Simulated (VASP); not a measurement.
# Bi2Se3 (R-3m) in VASP: single point with LDA

Aim: the single point of Bi2Se3 with LDA.

Everything below comes from runs of VASP 6.6.1. Logs are shortened: lines on timing, memory, paths and dates and some standing lists are left out, and cuts for length are marked.

### Step 1. The cell of the first run

It takes space group R-3m (No. 166, trigonal). Conventional cell: a = 4.143 Å, b = 4.143 Å, c = 28.636 Å, α = 90.00°, β = 90.00°, γ = 120.00°. Bi (site symmetry 3m) has 6 Se at 2.85 to 3.07 Å within 3.8 Å. Se (site symmetry -3m) has 6 Bi at 3.07 Å and 12 Se at 4.14 to 4.23 Å within 4.3 Å. Se (site symmetry 3m) has 3 Bi at 2.85 Å and 3 Se at 3.52 Å within 3.8 Å.

### Step 2. Single point, LDA

Input file INCAR:

```
ALGO = Normal
EDIFF = 1E-6
ENCUT = 520
GGA = CA
ISIF = 2
ISMEAR = 0
LASPH = True
LCHARG = False
LREAL = False
LWAVE = False
NBANDS = 32
NELM = 80
PREC = Accurate
SIGMA = 0.03
```

Input file KPOINTS:

```
k-points
0
Gamma
  9 9 9
```

Input file POSCAR:

```
Bi2Se3
1.0
    2.0714992968      1.1959806766      9.5453300000
   -2.0714992968      1.1959806766      9.5453300000
    0.0000000000     -2.3919613533      9.5453300000
Bi Se
2 3
Direct
    0.4008000000      0.4008000000      0.4008000000
    0.5992000000      0.5992000000      0.5992000000
    0.0000000000      0.0000000000      0.0000000000
    0.2117000000      0.2117000000      0.2117000000
    0.7883000000      0.7883000000      0.7883000000
```

Potentials or basis: VASP PAW LDA potentials, release 64 (Bi_d, Se).

Command:

```
cat potpaw_LDA.64/Bi_d/POTCAR potpaw_LDA.64/Se/POTCAR > POTCAR
mpirun -np 1 vasp_std > vasp.out
```

OUTCAR:

```text
EDIFF = 1E-6
   ENCUT = 520
   GGA = CA
   ISIF = 2
   ISMEAR = 0
   LASPH = True
   LREAL = False
   NELM = 80
   PREC = Accurate

 ion  position               nearest neighbor table
   1  0.401  0.401  0.401-   5 2.85   5 2.85   5 2.85   3 3.07   3 3.07   3 3.07
   2  0.599  0.599  0.599-   4 2.85   4 2.85   4 2.85   3 3.07   3 3.07   3 3.07
   3  0.000  0.000  0.000-   2 3.07   1 3.07   2 3.07   2 3.07   1 3.07   1 3.07
   4  0.212  0.212  0.212-   2 2.85   2 2.85   2 2.85
   5  0.788  0.788  0.788-   1 2.85   1 2.85   1 2.85

  LATTYP: Found a trigonal (rhomboedric) cell.
 ALAT       =     9.8404676680
 COS(alpha) =     0.9113725817

  Lattice vectors:

 A1 = (   2.0714992968,   1.1959806766,   9.5453300000)
 A2 = (  -2.0714992968,   1.1959806766,   9.5453300000)
 A3 = (   0.0000000000,  -2.3919613533,   9.5453300000)

Analysis of symmetry for initial positions (statically):
=====================================================================
 Subroutine PRICEL returns:
 Original cell was already a primitive cell.

 Routine SETGRP: Setting up the symmetry group for a
 trigonal (rhombohedral) supercell.

 Subroutine GETGRP returns: Found 12 space group operations
 (whereof 12 operations were pure point group operations)
 out of a pool of 12 trial point group operations.

The static configuration has the point symmetry D_3d.

Analysis of symmetry for dynamics (positions and initial velocities):
=====================================================================
 Subroutine PRICEL returns:
 Original cell was already a primitive cell.

 Routine SETGRP: Setting up the symmetry group for a
 trigonal (rhombohedral) supercell.

 Subroutine GETGRP returns: Found 12 space group operations
 (whereof 12 operations were pure point group operations)
 out of a pool of 12 trial point group operations.

The dynamic configuration has the point symmetry D_3d.

 Subroutine INISYM returns: Found 12 space group operations
 (whereof 12 operations are pure point group operations),
 and found     1 'primitive' translations

----------------------------------------------------------------------------------------

                                     Primitive cell

  volume of cell :     141.8898

  direct lattice vectors                    reciprocal lattice vectors
     2.071499297  1.195980677  9.545330000     0.241371069  0.139355652  0.034921091
    -2.071499297  1.195980677  9.545330000    -0.241371069  0.139355652  0.034921091
     0.000000000 -2.391961353  9.545330000     0.000000000 -0.278711303  0.034921091

  length of vectors
     9.840467668  9.840467668  9.840467668     0.280890500  0.280890500  0.280890500

  position of ions in fractional coordinates (direct lattice)
     0.400800000  0.400800000  0.400800000
     0.599200000  0.599200000  0.599200000
     0.000000000  0.000000000  0.000000000
     0.211700000  0.211700000  0.211700000
     0.788300000  0.788300000  0.788300000

  ion indices of the primitive-cell ions
   primitive index   ion index
                 1           1
                 2           2
                 3           3
                 4           4
                 5           5

----------------------------------------------------------------------------------------

 KPOINTS: k-points

Automatic generation of k-mesh.
 Grid dimensions read from file:
 generate k-points for:    9    9    9

 Generating k-lattice:

  Cartesian coordinates                     Fractional coordinates (reciprocal lattice)
     0.026819008  0.015483961  0.003880121     0.111111111  0.000000000  0.000000000
    -0.026819008  0.015483961  0.003880121     0.000000000  0.111111111  0.000000000
     0.000000000 -0.030967923  0.003880121     0.000000000  0.000000000  0.111111111

  Length of vectors
     0.031210056  0.031210056  0.031210056

  Shift w.r.t. Gamma in fractional coordinates (k-lattice)
     0.000000000  0.000000000  0.000000000

 Subroutine IBZKPT returns following result:
 ===========================================

 Found     85 irreducible k-points:

 Following reciprocal coordinates:
            Coordinates               Weight
  0.000000  0.000000  0.000000      1.000000
  0.111111  0.000000 -0.000000      6.000000
  0.222222  0.000000  0.000000      6.000000
  0.333333 -0.000000 -0.000000      6.000000
  0.444444  0.000000  0.000000      6.000000
  0.111111  0.111111 -0.000000      6.000000
[... 16 lines left out ...]
 -0.333333  0.333333  0.000000      6.000000
  0.444444  0.444444  0.000000      6.000000
 [... further k-points ...]
   k-points           NKPTS =     85   k-points in BZ     NKDIM =     85   number of bands    NBANDS=     32
   number of dos      NEDOS =    301   number of ions     NIONS =      5
   total plane-waves  NPLWV = 512000
   dimension x,y,z NGX =    80 NGY =   80 NGZ =   80
   dimension x,y,z NGXF=   160 NGYF=  160 NGZF=  160
   ions per type =               2   3
   NGX,Y,Z   is equivalent  to a cutoff of  13.52, 13.52, 13.52 a.u.
   NGXF,Y,Z  is equivalent  to a cutoff of  27.03, 27.03, 27.03 a.u.
 SYSTEM =  unknown system
   PREC   = accura    normal or accurate (medium, high low for compatibility)
   ISTART =      0    job   : 0-new  1-cont  2-samecut
   ICHARG =      2    charge: 1-file 2-atom 10-const
   ISPIN  =      1    spin polarized calculation?
   LNONCOLLINEAR =      F non collinear calculations
   LSORBIT =      F    spin-orbit coupling
   LASPH  =      T    aspherical Exc in radial PAW
   ENCUT  =  520.0 eV  38.22 Ry    6.18 a.u.  18.30 18.30 18.30*2*pi/ulx,y,z
   NELM   =     80;   NELMIN=  2; NELMDL= -5     # of ELM steps
   EDIFF  = 0.1E-05   stopping-criterion for ELM
   LREAL  =      F    real-space projection
   EDIFFG = 0.1E-04   stopping-criterion for IOM
   NSW    =      0    number of steps for IOM
   IBRION =     -1    ionic relax: 0-MD 1-quasi-New 2-CG
   NFREE  =      0    steps in history (QN), initial steepest desc. (CG)
   ISIF   =      2    stress and relaxation
   ISYM   =      2    0-nonsym 1-usesym 2-fastsym
   POTIM  = 0.5000    time-step for ionic-motion
   TEBEG  =    0.0;   TEEND  =   0.0 temperature during run
   PSTRESS=    0.0 pullay stress
   NELECT =      48.0000    total number of electrons
   NUPDOWN=      -1.0000    fix difference up-down
   EMIN   =  10.00;   EMAX   =-10.00  energy-range for DOS
   EFERMI =   0.00;   METHOD = LEGACY
   ISMEAR =     0;   SIGMA  =   0.03  broadening in eV -4-tet -1-fermi 0-gaus
   EFERMI_NEDOS =   21; number of points for ismear=-14 and -15
   IALGO  =     38    algorithm
   IMIX   =      4    mixing-type and parameters
     AMIX     =   0.40;   BMIX     =  1.00
     AMIX_MAG =   1.60;   BMIX_MAG =  1.00
  volume/ion in A,a.u.               =      28.38       191.50
  Fermi-wavevector in a.u.,A,eV,Ry     =   1.140700  2.155611 17.703860  1.301197
  Thomas-Fermi vector in A             =   2.277402
   LORBIT       =      0    0 simple, 1 ext, 2 COOP (PROOUT), +10 PAW based schemes
   GGA     = CA    functional components
   LHFCALC =     F    Hartree Fock is set to
   AEXX    =    0.0000 exact exchange contribution
   IVDW    =     0    specifies the selected vdW correction
   LEPSILON=     F    determine dielectric tensor
   LRPA    =     F    only Hartree local field effects (RPA)
 non-spin polarized calculation
 Gauss-broadening in eV      SIGMA  =   0.03
  energy-cutoff  :      520.00
  volume of cell :      141.89
 maximum number of plane-waves:      3854
 NGX is ok and might be reduce to    80
   NGX = 37   NGY = 37   NGZ = 37

 number of electron      47.9999997 magnetization

 Free energy of the ion-electron system (eV)
  ---------------------------------------------------
  ext. energy  EPLUGINS =         0.00000000
  ---------------------------------------------------
  free energy    TOTEN  =       -23.39734259 eV

  energy without entropy =      -23.39733707  energy(sigma->0) =      -23.39733983

 E-fermi :   4.8989     XC(G=0):  -9.7990

 val. band max:        4.8551170200   @ k =   0.0000   0.0000   0.0000
 cond. band min:       4.9426800293   @ k =   0.0000   0.0000   0.0000
 fundamental gap:      0.0875630092
 Fermi energy:         4.8988985240

 k-point     1 :       0.0000    0.0000    0.0000
  band No.  band energies     occupation
      1     -18.2044      2.00000
      2     -18.2044      2.00000
      3     -18.2024      2.00000
      4     -18.2024      2.00000
      5     -18.1911      2.00000
      6     -18.1885      2.00000
[... 24 lines left out ...]
     31      10.6184      0.00000
     32      11.7770      0.00000

 k-point     2 :       0.1111    0.0000   -0.0000
  band No.  band energies     occupation
      1     -18.2064      2.00000
      2     -18.2040      2.00000
      3     -18.2017      2.00000
      4     -18.1997      2.00000
      5     -18.1894      2.00000
      6     -18.1868      2.00000
[... 24 lines left out ...]
     31      10.3505      0.00000
     32      10.8586      0.00000

 k-point     3 :       0.2222    0.0000    0.0000
  band No.  band energies     occupation
      1     -18.2122      2.00000
      2     -18.2089      2.00000
      3     -18.1958      2.00000
      4     -18.1939      2.00000
      5     -18.1885      2.00000
      6     -18.1843      2.00000
[... 24 lines left out ...]
     31       9.4970      0.00000
     32      10.8677      0.00000

 k-point     4 :       0.3333   -0.0000   -0.0000
  band No.  band energies     occupation
      1     -18.2198      2.00000
      2     -18.2152      2.00000
      3     -18.1926      2.00000
      4     -18.1921      2.00000
      5     -18.1895      2.00000
      6     -18.1876      2.00000
[... 654 lines left out ...]
     31       9.7885      0.00000
     32      11.6539      0.00000

 k-point    23 :      -0.3333    0.3333    0.0000
  band No.  band energies     occupation
      1     -18.2106      2.00000
      2     -18.2106      2.00000
      3     -18.2056      2.00000
      4     -18.1958      2.00000
      5     -18.1804      2.00000
      6     -18.1804      2.00000
[... 24 lines left out ...]
     31      10.9245      0.00000
     32      11.7411      0.00000

 k-point    24 :       0.4444    0.4444    0.0000
  band No.  band energies     occupation
      1     -18.2249      2.00000
      2     -18.2197      2.00000
      3     -18.1943      2.00000
      4     -18.1924      2.00000
      5     -18.1897      2.00000
      6     -18.1881      2.00000
[... 24 lines left out ...]
     31       9.8644      0.00000
     32      11.5680      0.00000

 [... further k-points ...]

------------------------ aborting loop because EDIFF is reached ----------------------------------------

  FORCE on cell =-STRESS in cart. coord.  units (eV):
  Direction    XX          YY          ZZ          XY          YZ          ZX
  --------------------------------------------------------------------------------------
  -------------------------------------------------------------------------------------
  Total       -1.4350394     -1.4350394     -1.5286285      0.0000000      0.0000000      0.0000000
  in kB      -16.2040384    -16.2040384    -17.2608180      0.0000000      0.0000000      0.0000000
  external PRESSURE =     -16.5562983 kB  Pullay stress =       0.0000000 kB

 VOLUME and BASIS-vectors are now :
 -----------------------------------------------------------------------------
  energy-cutoff  :      520.00
  volume of cell :      141.89
      direct lattice vectors                 reciprocal lattice vectors
     2.071499297  1.195980677  9.545330000     0.241371069  0.139355652  0.034921091
    -2.071499297  1.195980677  9.545330000    -0.241371069  0.139355652  0.034921091
     0.000000000 -2.391961353  9.545330000     0.000000000 -0.278711303  0.034921091

 POSITION                                       TOTAL-FORCE (eV/Angst)
 -----------------------------------------------------------------------------------
      0.00000     -0.00000     11.47730         0.000000      0.000000     -0.132758
      0.00000     -0.00000     17.15869         0.000000     -0.000000      0.132758
      0.00000      0.00000      0.00000         0.000000     -0.000000     -0.000000
      0.00000     -0.00000      6.06224         0.000000      0.000000     -0.013718
      0.00000     -0.00000     22.57375         0.000000     -0.000000      0.013718
 -----------------------------------------------------------------------------------
    total drift:                                0.000000      0.000000     -0.000000

  FREE ENERGIE OF THE ION-ELECTRON SYSTEM (eV)
  ---------------------------------------------------
  free  energy   TOTEN  =       -23.3973425924 eV

  energy  without entropy=      -23.3973370730  energy(sigma->0) =      -23.39733983
```

Wall time 14 min (1 thread of Intel Xeon 6975P-C (Granite Rapids), shared host); peak memory 0.89 GiB.

What came out:

- Free energy: -23.3973 eV
- Pressure: -1.7 GPa
- Largest force: 0.133 eV/Å
- Band gap on the k mesh: 0.09 eV

Forces in eV/Å, atoms in the order of the input:
```
Bi   0.000  0.000 -0.133
Bi   0.000  0.000  0.133
Se   0.000  0.000  0.000
Se   0.000  0.000 -0.014
Se   0.000  0.000  0.014
```

Caveat: spin-orbit coupling is left out, which moves the levels of the heavy elements.
